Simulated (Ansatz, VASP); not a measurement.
## Ir in VASP and in Ansatz

Contents of INCAR:

```
SYSTEM = Ir
  PREC = Accurate
  ENCUT = 520
  EDIFF = 1E-6
  ISMEAR = -1
  SIGMA = 0.1
  LREAL = .False.
  LASPH = .True.
  NELM = 100
  ALGO = Normal
  ISIF = 2
  LWAVE = .False.
  LCHARG = .False.
  GGA = RE
  NBANDS = 16
```

The input KPOINTS:

```
regular mesh
0
Gamma
  11 11 11
  0 0 0
```

File POSCAR:

```
Ir
1.0
    0.0000000000      2.7187732043      2.7187732043
    2.7187732043      0.0000000000      2.7187732043
    2.7187732043      2.7187732043      0.0000000000
Ir
2
Direct
    0.1250000000      0.1250000000      0.1250000000
    0.8750000000      0.8750000000      0.8750000000
```

Input for Ansatz:

```yaml
crystal:
  lattice:
    - [0.0, 2.7187732043, 2.7187732043]
    - [2.7187732043, 0.0, 2.7187732043]
    - [2.7187732043, 2.7187732043, 0.0]
  atoms:
    - { symbol: Ir, position: [0.125, 0.125, 0.125] }
    - { symbol: Ir, position: [0.875, 0.875, 0.875] }
hamiltonian:
  xc: revpbe
  pseudopotentials:
    kind: paw
    azcp:
      Ir: "pseudopotentials/Ir.paw.azcp"
basis:
  ecutwfc: 420
  fft_grid_basis: typed
kpoints:
  mp_grid: { grid: [11, 11, 11], shift: [0, 0, 0] }
magnetization:
  spin_polarized: false
scf:
  occupations: { method: fermi_dirac, width: 0.1 }
  lower_state_search: "off"
output:
  stress: true
```

Alike in both runs: task single point; functional revPBE; k mesh 11 × 11 × 11; occupations fermi-dirac, width 0.1 eV; no spin polarisation.

|  | VASP | Ansatz |
| --- | --- | --- |
| version | VASP 6.6.1 | Ansatz 0.2.0 |
| potentials or method | VASP PAW PBE potentials, release 64 (Ir), cutoff 520 eV | plane waves (420 eV) with PAW, scalar-relativistic |
| valence electrons in the cell | 18 | 34 |

```tsv
	VASP	Ansatz	Ansatz less VASP
pressure (GPa)	17.1	17.9	+0.83
```

VASP's potentials were made for PBE, not for revPBE. VASP's potentials hold 18 valence electrons a cell and Ansatz's 34, so a difference there can come from the potentials and not from the codes.

Spin-orbit coupling is off throughout.
